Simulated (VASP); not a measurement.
Here is a VASP 6.6.1 calculation.

The input INCAR:

```
SYSTEM = Si
PREC = Accurate ; ENCUT = 520
EDIFF = 1E-7 ; ISMEAR = -1
SIGMA = 0.05 ; LREAL = .FALSE.
LASPH = .TRUE. ; NELM = 60
ALGO = Normal ; ISIF = 2
LWAVE = .FALSE. ; LCHARG = .FALSE.
GGA = PE ; NBANDS = 11
```

KPOINTS

```
regular mesh
0
G
  16 16 16
  0 0 0
```

POSCAR

```
Si
1.0
   -2.2358921622      2.3526035479      1.2664426952
    2.2358921622     -2.3526035479      1.2664426952
    2.2358921622      2.3526035479     -1.2664426952
Si
2
Direct
    0.8070000000      0.5570000000      0.2500000000
    0.1930000000      0.4430000000      0.7500000000
```

Potentials or basis: VASP PAW PBE potentials, release 64 (Si).

The run is started by

```bash
$ cat potpaw_PBE.64/Si/POTCAR > POTCAR
$ mpirun -np 1 vasp_std > vasp.out
```

Question: Predict the band gap on the k mesh.

Answer: Zero (bands 4 and 5 overlap by 7.57 eV).

Question: Predict the largest force.

Answer: 0.020 eV/Å.

Question: Predict the pressure.

Answer: 19.3 GPa.

Forces in eV/Å, atoms in the order of the input:
```
Si   0.000  0.000 -0.020
Si   0.000  0.000  0.020
```

Caveat: the cell stands under pressure.
